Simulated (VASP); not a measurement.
# AlB2As3 in VASP: notebook, part 2 of 2

VASP 6.6.1.

**4. Single point, PBE**

This run uses another cell than the first one: it holds 12 atoms, not 6.

The input, INCAR:

```
SYSTEM = AlB2As3
PREC = Accurate ; ENCUT = 520
EDIFF = 1E-6 ; ISMEAR = 0
SIGMA = 0.1 ; LREAL = .False.
LASPH = .True. ; NELM = 60
ALGO = Normal ; ISIF = 2
LWAVE = .False. ; LCHARG = .False.
GGA = PE ; NBANDS = 36
```

The input, KPOINTS:

```
regular mesh
0
Gamma
  4 2 4
  0 0 0
```

The input, POSCAR:

```
AlB2As3
1.0
    3.5783314843      0.0000000000      0.0000000000
    0.0000000000     -7.1566629686      0.0000000000
   -1.7891657421      1.7891657421     -7.8886199701
Al B As
2 4 6
Direct
    1.0000000000      1.0000000000      1.0000000000
    0.0000000000      0.5000000000      0.0000000000
    0.3243188217      0.6621594109      0.6486376434
    0.3243188217      0.1621594109      0.6486376434
    0.6756811783      0.8378405891      0.3513623566
    0.6756811783      0.3378405891      0.3513623566
    0.6018962696      0.5509481348      0.2037925393
    0.6018962696      0.0509481348      0.2037925393
    0.2500000000      0.8750000000      0.5000000000
    0.2500000000      0.3750000000      0.5000000000
    0.8981037304      0.6990518652      0.7962074607
    0.8981037304      0.1990518652      0.7962074607
```

The run is started by

```
$ cat potpaw_PBE.64/Al/POTCAR potpaw_PBE.64/B/POTCAR potpaw_PBE.64/As/POTCAR > POTCAR
$ mpirun -np 1 vasp_std > vasp.out
```

It took 2.4 min on 1 thread of AMD EPYC 7R13, shared host; peak memory 0.3 GiB.

It converged, with:

```yaml
Free_energy: -61.9408 eV
Pressure: 0.6 GPa
Largest_force: 0.009 eV/Å
Band_gap_on_the_k_mesh: 0.62 eV
```

Forces in eV/Å, atoms in the order of the input:
```
Al   0.000  0.000  0.000
Al   0.000  0.000  0.000
B    0.000  0.000  0.009
B    0.000  0.000  0.009
B    0.000  0.000 -0.009
B    0.000  0.000 -0.009
As   0.000  0.000  0.001
As   0.000  0.000  0.001
As   0.000  0.000  0.000
As   0.000  0.000  0.000
As   0.000  0.000 -0.001
As   0.000  0.000 -0.001
```

Stress tensor (GPa, compression positive):
```
 1.16  0.00  0.00
 0.00  1.16  0.00
 0.00  0.00 -0.49
```

Levels at points of the mesh, in eV from the valence-band top:
| k point | band 20 | band 21 | band 22 | band 23 | band 24 | band 25 | band 26 | band 27 | band 28 | band 29 |
| --- | --- | --- | --- | --- | --- | --- | --- | --- | --- | --- |
| (0.00, 0.00, 0.00) | -2.01 | -0.59 | -0.53 | 0.00 | 0.00 | 0.67 | 0.86 | 1.14 | 1.87 | 2.00 |
| (0.50, 0.00, 0.00) | -3.61 | -2.57 | -2.52 | -2.01 | -0.53 | 0.71 | 1.11 | 1.14 | 2.15 | 2.24 |
| (0.00, 0.50, 0.00) | -2.40 | -1.88 | -1.88 | -0.28 | -0.28 | 1.51 | 1.51 | 1.90 | 1.90 | 2.87 |
| (0.50, 0.50, 0.00) | -3.49 | -2.98 | -2.98 | -2.61 | -2.61 | 1.28 | 1.28 | 2.20 | 2.20 | 2.44 |
| (0.00, 0.00, 0.50) | -2.37 | -2.01 | -0.60 | -0.60 | -0.53 | 0.62 | 0.97 | 1.14 | 1.69 | 2.15 |
| (0.00, 0.50, 0.50) | -2.11 | -1.29 | -1.29 | -0.45 | -0.45 | 1.22 | 1.22 | 1.55 | 1.55 | 3.02 |

Caveat: the k points lie up to 0.45 Å⁻¹ apart; semilocal functionals underestimate gaps, and a narrow one can read as zero. A k mesh can miss the band edges.

**5. Single point, PBE**

This run uses another cell than the first one: it holds 12 atoms, not 6.

The input, INCAR:

```
PREC     = Accurate       # precision mode
ENCUT    = 520            # plane-wave cutoff, eV
EDIFF    = 1E-7           # SCF threshold, eV
ISMEAR   = 0              # smearing method
SIGMA    = 0.1            # smearing width, eV
LREAL    = False          # projectors in reciprocal space
LASPH    = True           # aspherical terms in the spheres
NELM     = 100            # most SCF steps
ALGO     = Normal         # electronic algorithm
ISIF     = 2              # what is computed and relaxed
LWAVE    = False          # write WAVECAR
LCHARG   = False          # write CHGCAR
GGA      = PE             # functional
NBANDS   = 36             # bands
```

The input, KPOINTS:

```
Automatic mesh
0
Gamma
  4 2 4
```

The input, POSCAR:

```
AlB2As3
1.0
    3.5967989138     -0.0001369402     -0.0005396959
    0.0002852014     -7.1937565588     -0.0000268233
   -1.7973238533      1.7967729983     -7.8311929204
Al B As
2 4 6
Direct
    0.9998721584      0.9999732015      0.9999751339
    0.0000097305      0.4999491877     -0.0000190408
    0.3242741961      0.6621267792      0.6486203420
    0.3244206888      0.1621238718      0.6485729149
    0.6758264281      0.8378711850      0.3513990880
    0.6757960902      0.3378791381      0.3514204130
    0.6019028797      0.5509777639      0.2038187974
    0.6017628381      0.0510254775      0.2038140068
    0.2500356968      0.8749910551      0.5000010980
    0.2500084194      0.3750216428      0.5000173377
    0.8979576809      0.6990290398      0.7962163800
    0.8981331929      0.1990316577      0.7961635289
```

The run is started by

```
$ cat potpaw_PBE.64/Al/POTCAR potpaw_PBE.64/B/POTCAR potpaw_PBE.64/As/POTCAR > POTCAR
$ mpirun -np 1 vasp_std > vasp.out
```

It took 3.8 min on 1 thread of AMD EPYC 7R13, shared host; peak memory 0.33 GiB.

The run converged. Its results:

| Quantity | Value |
| --- | --- |
| Free energy | -61.9512 eV |
| Pressure | 0.4 GPa |
| Largest force | 0.023 eV/Å |
| Band gap on the k mesh | 0.58 eV |

Forces in eV/Å, atoms in the order of the input:
```
Al   0.002  0.000 -0.003
Al   0.002  0.001 -0.003
B   -0.002 -0.001  0.014
B   -0.003  0.000  0.013
B   -0.003  0.000 -0.013
B   -0.003 -0.001 -0.014
As  -0.001 -0.001  0.023
As   0.000  0.002  0.022
As   0.003  0.000  0.001
As   0.003  0.002  0.001
As   0.002 -0.002 -0.019
As   0.000  0.000 -0.021
```

Levels at points of the mesh, in eV from the valence-band top:
```tsv
k point	band 22	band 23	band 24	band 25	band 26	band 27
(0.00, 0.00, 0.00)	-0.49	0.00	0.00	0.64	0.81	1.18
(0.50, 0.00, 0.00)	-2.53	-1.90	-0.57	0.79	1.18	1.19
(0.00, 0.50, 0.00)	-1.80	-0.29	-0.29	1.48	1.48	1.88
(0.50, 0.50, 0.00)	-2.92	-2.55	-2.55	1.37	1.37	2.30
(0.00, 0.00, 0.50)	-0.61	-0.61	-0.57	0.58	0.93	1.18
(0.50, 0.00, 0.50)	-2.53	-1.89	-0.57	0.79	1.18	1.20
(0.00, 0.50, 0.50)	-1.21	-0.47	-0.47	1.21	1.21	1.56
(0.50, 0.50, 0.50)	-2.92	-2.55	-2.55	1.37	1.37	2.30
```

Caveat: the k points lie up to 0.45 Å⁻¹ apart; semilocal functionals underestimate gaps, and a narrow one can read as zero. A k mesh can miss the band edges.

**6. Relaxation of cell and atoms, PBE**

This run uses another cell than the first one, of 17.11 Å³/atom.

The input, INCAR:

```
SYSTEM = AlB2As3
ALGO = Normal
EDIFF = 1E-6
EDIFFG = -0.04
ENCUT = 600
GGA = PE
IBRION = 2
ISIF = 3
ISMEAR = 0
LASPH = .TRUE.
LCHARG = .FALSE.
LREAL = .FALSE.
LWAVE = .FALSE.
NELM = 100
NSW = 90
PREC = Accurate
SIGMA = 0.1
```

The input, KPOINTS:

```
k-points
0
G
  6 6 6
  0 0 0
```

The input, POSCAR:

```
AlB2As3
1.0
   -1.8221210300      1.8221210300      7.7306048000
    1.8221210300     -1.8221210300      7.7306048000
    1.8221210300      1.8221210300     -7.7306048000
Al B As
1 2 3
Direct
    0.0000000000      0.0000000000      0.0000000000
    0.6666666700      0.6666666700      0.0000000000
    0.3333333300      0.3333333300      0.0000000000
    0.9166666700      0.4166666700      0.5000000000
    0.2500000000      0.7500000000      0.5000000000
    0.5833333300      0.0833333300      0.5000000000
```

Potentials or basis: VASP PAW PBE potentials, release 64 (Al, B, As).

The run is started by

```
$ cat potpaw_PBE.64/Al/POTCAR potpaw_PBE.64/B/POTCAR potpaw_PBE.64/As/POTCAR > POTCAR
$ mpirun -np 1 vasp_std > vasp.out
```

It took 41 min on 1 thread of AMD EPYC 7R13, shared host; peak memory 0.77 GiB.

Results (log left out):

| Property | Result |
| --- | --- |
| Free energy | -31.1366 eV |
| Relaxed volume | 16.93 Å³/atom |
| Relaxed cell | a = 8.287 Å, b = 8.287 Å, c = 8.287 Å, α = 154.99°, β = 154.99°, γ = 35.66° |
| Space group after relaxing (to 0.1 Å) | I-4m2 (No. 119) |
| Energy gained by relaxing | 207.0 meV/atom |
| Ionic steps | 8 |
| Pressure after relaxing | -0.2 GPa |
| Largest force after relaxing | 0.021 eV/Å |
| Band gap on the k mesh | 0.62 eV (least direct gap 0.67 eV) |

Forces in eV/Å, atoms in the order of the input:
```
Al   0.000  0.000  0.000
B    0.000  0.000  0.012
B    0.000  0.000 -0.012
As   0.000  0.000  0.021
As   0.000  0.000  0.000
As   0.000  0.000 -0.021
```

Step by step:
| step | energy change (eV) | largest force (eV/Å) | pressure (GPa) | volume (Å³) |
| --- | --- | --- | --- | --- |
| 1 | 0.0000 | 4.2153 | 3.15 | 102.67 |
| 2 | -0.9029 | 1.2162 | -4.53 | 107.74 |
| 3 | -0.9037 | 1.2457 | -4.69 | 107.90 |
| 4 | -1.1760 | 0.8750 | 0.62 | 101.03 |
| 5 | -1.1842 | 0.7831 | 1.91 | 99.72 |
| 6 | -1.2411 | 0.1121 | 0.25 | 101.15 |
| 7 | -1.2415 | 0.0446 | 0.36 | 101.04 |
| 8 | -1.2420 | 0.0211 | -0.21 | 101.59 |

Final structure:
```xyz
6
Lattice="-1.7943 1.7943 7.8891 1.7943 -1.7943 7.8891 1.7943 1.7943 -7.8891" Properties=species:S:1:pos:R:3 pbc="T T T"
Al    0.0000    0.0000    0.0000
B     0.0000    0.0000   10.6602
B     0.0000    0.0000    5.1180
As    0.0000    1.7943    6.2821
As    1.7943    0.0000    3.9445
As    0.0000    1.7943    1.6070
```

Levels at points of the mesh, in eV from the valence-band top:
| k point | band 8 | band 9 | band 10 | band 11 | band 12 | band 13 | band 14 | band 15 | band 16 |
| --- | --- | --- | --- | --- | --- | --- | --- | --- | --- |
| (0.00, 0.00, 0.00) | -2.70 | -2.70 | -0.56 | 0.00 | 0.00 | 0.67 | 0.86 | 1.86 | 2.00 |
| (0.50, 0.00, 0.00) | -3.56 | -2.56 | -2.51 | -1.97 | -0.53 | 1.14 | 2.13 | 3.14 | 3.39 |
| (0.50, 0.50, 0.00) | -4.62 | -4.62 | -4.45 | -3.74 | -3.60 | 0.74 | 1.14 | 2.28 | 2.82 |
| (0.50, 0.50, 0.50) | -2.67 | -2.36 | -2.36 | -0.60 | -0.60 | 0.62 | 0.97 | 1.69 | 2.33 |

Caveat: semilocal functionals underestimate gaps, and a narrow one can read as zero. A k mesh can miss the band edges.

**7. Single point, PBE**

The input, INCAR:

```
SYSTEM = AlB2As3
ALGO = Normal ; EDIFF = 1E-6
ENCUT = 520 ; GGA = PE
ISIF = 2 ; ISMEAR = 0
LASPH = .True. ; LCHARG = .True.
LELF = .True. ; LREAL = .False.
LVHAR = .True. ; LWAVE = .False.
NBANDS = 21 ; NELM = 100
PREC = Accurate ; SIGMA = 0.02
```

The input, KPOINTS:

```
k-points
0
Gamma
  10 10 10
  0 0 0
```

The input, POSCAR:

```
AlB2As3
1.0
   -1.7891657421      1.7891657421      7.8886199701
    1.7891657421     -1.7891657421      7.8886199701
    1.7891657421      1.7891657421     -7.8886199701
Al B As
1 2 3
Direct
    0.0000000000      0.0000000000      0.0000000000
    0.6756811783      0.6756811783      0.0000000000
    0.3243188217      0.3243188217      0.0000000000
    0.8981037304      0.3981037304      0.5000000000
    0.2500000000      0.7500000000      0.5000000000
    0.6018962696      0.1018962696      0.5000000000
```

The run is started by

```
$ cat potpaw_PBE.64/Al/POTCAR potpaw_PBE.64/B/POTCAR potpaw_PBE.64/As/POTCAR > POTCAR
$ mpirun -np 1 vasp_std > vasp.out
```

Wall time 20 min (1 thread of AMD EPYC 7R13, shared host); peak memory 0.65 GiB.

It converged, with:

| Property | Result |
| --- | --- |
| Free energy | -31.1567 eV |
| Pressure | 0.3 GPa |
| Largest force | 0.018 eV/Å |
| Band gap on the k mesh | 0.62 eV (least direct gap 0.67 eV) |

Forces on the atoms (eV/Å):
```
Al   0.000  0.000  0.000
B    0.000  0.000  0.000
B    0.000  0.000  0.000
As   0.000  0.000  0.018
As   0.000  0.000  0.000
As   0.000  0.000 -0.018
```

Levels at points of the mesh, in eV from the valence-band top:
```tsv
k point	band 8	band 9	band 10	band 11	band 12	band 13	band 14	band 15	band 16	band 17
(0.00, 0.00, 0.00)	-2.71	-2.71	-0.59	0.00	0.00	0.67	0.86	1.87	2.00	2.99
(0.50, 0.00, 0.00)	-3.60	-2.58	-2.53	-2.01	-0.53	1.15	2.15	3.12	3.38	4.19
(0.50, 0.50, 0.00)	-4.67	-4.66	-4.49	-3.78	-3.64	0.71	1.11	2.25	2.79	3.40
(0.50, 0.50, 0.50)	-2.70	-2.37	-2.37	-0.60	-0.60	0.62	0.97	1.69	2.33	4.01
```

Caveat: semilocal functionals underestimate gaps, and a narrow one can read as zero.

**8. The runs side by side**

```csv
task,cell,k mesh,cutoff (eV),smearing,gap on the mesh (eV),pressure (GPa),largest force (eV/Å)
single point,"a = 8.271 Å, angles 155.0, 155.0, 35.7°, 6 atoms, atomic positions A",6 × 6 × 6,520,gaussian 0.1 eV,0.63,0.3,0.04
single point,"a = 8.149 Å, angles 154.2, 154.2, 36.9°, 6 atoms, atomic positions B",6 × 6 × 6,520,gaussian 0.1 eV,1.18,3.2,4.21
single point,"a = 3.578, b = 7.157, c = 8.284 Å, angles 102.5, 102.5, 90.0°, 12 atoms, atomic positions C",4 × 2 × 4,520,gaussian 0.1 eV,0.62,0.6,0.01
single point,"a = 3.597, b = 7.194, c = 8.233 Å, angles 102.6, 102.6, 90.0°, 12 atoms, atomic positions D",4 × 2 × 4,520,gaussian 0.1 eV,0.58,0.4,0.02
relaxation of cell and atoms,"relaxed from a = 8.149 Å, angles 154.2, 154.2, 36.9°, 6 atoms, atomic positions B",6 × 6 × 6,600,gaussian 0.1 eV,0.62,-0.2,0.02
single point,"a = 8.284 Å, angles 155.1, 155.1, 35.6°, 6 atoms, atomic positions E",10 × 10 × 10,520,gaussian 0.02 eV,0.62,0.3,0.02
```

Alike in all rows: level PBE; potentials or basis VASP PAW PBE potentials, release 64 (Al, B, As); no spin polarisation.

Caveats: some runs use coarse meshes; semilocal functionals underestimate gaps, and a narrow one can read as zero (at least some runs); the cell stands under pressure (at least some runs); forces of over 1 eV/Å act on the atoms, so gaps and moduli don't describe the material at rest (at least some runs).

Total energies depend on the potentials used, so only differences within one code and one set of settings carry meaning.
